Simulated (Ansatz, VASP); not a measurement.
## Two plane-wave programs on Cd

```
Cd
1.0
     2.98654    0.00000    0.00000
    -1.49327    2.58642    0.00000
     0.00000    0.00000    9.50924
Cd
4
Direct
  0.00000 0.00000 0.00000
  0.00000 0.00000 0.50000
  0.33333 0.66667 0.25000
  0.66667 0.33333 0.75000
```

Alike in both runs: task single point; functional PBEsol; k mesh 13 × 13 × 4; occupations fermi-dirac, width 0.1 eV; no spin polarisation.

|  | VASP | Ansatz |
| --- | --- | --- |
| version | VASP 6.6.1 | Ansatz 0.2.0 |
| potentials or method | VASP PAW PBE potentials, release 64 (Cd), cutoff 520 eV | plane waves (420 eV) with PAW, scalar-relativistic |
| valence electrons in the cell | 48 | 80 |

```csv
,VASP,Ansatz,Ansatz less VASP
pressure (GPa),11.5,10.8,-0.69
"traceless stress, the component that is largest in VASP (GPa)",0.50,0.47,-0.027
```

VASP's potentials were made for PBE, not for PBEsol, and Ansatz warns of the same on its side. VASP's potentials hold 48 valence electrons a cell and Ansatz's 80, so a difference there can come from the potentials and not from the codes.
